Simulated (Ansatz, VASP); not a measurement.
One calculation of BaRu3, two programs

```
Ba Ru
1.0
     4.06893    0.00000    0.00000
     0.00000    4.06893    0.00000
     0.00000    0.00000    4.06893
Ba Ru
1 3
Cartesian
  0.0000 0.0000 0.0000
  0.0000 2.0345 2.0345
  2.0345 2.0345 0.0000
  2.0345 0.0000 2.0345
```

Alike in both runs: task single point; functional PBEsol; k mesh 8 × 8 × 8; occupations gaussian, width 0.05 eV; no spin polarisation.

|  | VASP | Ansatz |
| --- | --- | --- |
| version | VASP 6.6.1 | Ansatz 0.2.0 |
| potentials or method | VASP PAW PBE potentials, release 64 (Ba_sv, Ru_sv), cutoff 560 eV | scalar-relativistic, plane waves, PAW |
| valence electrons in the cell | 58 | 58 |

```tsv
	VASP	Ansatz	Ansatz less VASP
gap on the k mesh at the Fermi level (eV)	none	none	-
pressure (GPa)	5.5	0.0	-5.53
```

VASP's potentials were made for PBE, not for PBEsol. A gap of «none» marks a metal or a gap that the smearing closes. One of these differences is far larger than is usual between the two programs; its cause wasn't traced. The functional is the same, so the differences come from potentials, cutoffs and numerics.

Neither program's run includes spin-orbit coupling.
